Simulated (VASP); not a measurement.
A run of VASP 6.6.1 is set up as follows.

Contents of INCAR:

```
SYSTEM = CrSn7Te8
PREC = Accurate ; ENCUT = 520
EDIFF = 1E-7 ; ISMEAR = 0
SIGMA = 0.05 ; LREAL = Auto
LASPH = .True. ; NELM = 150
ALGO = Normal ; ISIF = 2
LWAVE = .False. ; LCHARG = .False.
LMAXMIX = 4 ; LDAU = .True.
LDAUTYPE = 2 ; LDAUL = 2 -1 -1
LDAUU = 3 0 0 ; LDAUJ = 0 0 0
LDAUPRINT = 1 ; GGA = PS
NBANDS = 93 ; KPAR = 4
```

File KPOINTS:

```
regular mesh
0
Gamma
  3 3 3
  0 0 0
```

Contents of POSCAR:

```
CrSn7Te8
1.0
    0.0000000000      6.3130000000      6.3130000000
    6.3130000000      0.0000000000      6.3130000000
    6.3130000000      6.3130000000      0.0000000000
Cr Sn Te
1 7 8
Direct
    0.0008467154      0.9986636730      0.0002187232
    0.0013297623      0.9989548648      0.4993339490
    0.0003726926      0.4998134076      0.9994956441
    0.0003766889      0.4994745909      0.5009679115
    0.5003617172      0.9990345238      0.0010481891
    0.5002783625      0.9995889485      0.4998176557
    0.5011908167      0.4993852418      0.9990403791
    0.5013490237      0.4985089050      0.5000613075
    0.2508253142      0.2495669281      0.2500859500
    0.2438877567      0.2422084259      0.7571963478
    0.2439683222      0.7563098633      0.2427106819
    0.2437741068      0.7564859035      0.7572606123
    0.7581769127      0.2421172722      0.2428823720
    0.7583710249      0.2419359760      0.7570314173
    0.7582038977      0.7564328591      0.2429638664
    0.7506337949      0.7497138146      0.7500368767
```

Potentials or basis: VASP PAW PBE potentials, release 64 (Cr_pv, Sn_d, Te).

Command:

```sh
$ cat potpaw_PBE.64/Cr_pv/POTCAR potpaw_PBE.64/Sn_d/POTCAR potpaw_PBE.64/Te/POTCAR > POTCAR
$ mpirun -np 4 vasp_std > vasp.out
```

Problem. Estimate the largest force.

Solution. 0.575 eV/Å.

Problem. Predict the band gap on the k mesh.

Solution. Zero (band 79 reaches 6.52 eV, above the bottom of band 80 at 6.33 eV).

Problem. Estimate the pressure.

Solution. -2.8 GPa.

Eigenvalues of the final occupation matrices:
```csv
site,spin,trace,eigenvalues
site 1 d,1,2.05,0.09 0.12 0.43 0.55 0.86
site 1 d,2,2.05,0.09 0.12 0.43 0.55 0.86
```

Caveat: the PAW data sets were made with another functional, which shifts forces and pressure a little; spin-orbit coupling is left out, which moves the levels of the heavy elements; U without spin polarisation on a metal has little footing; the U is typed as a test and isn't derived for this compound. Spin polarisation is off, so any magnetic state and its effect on volume and gap are missing.
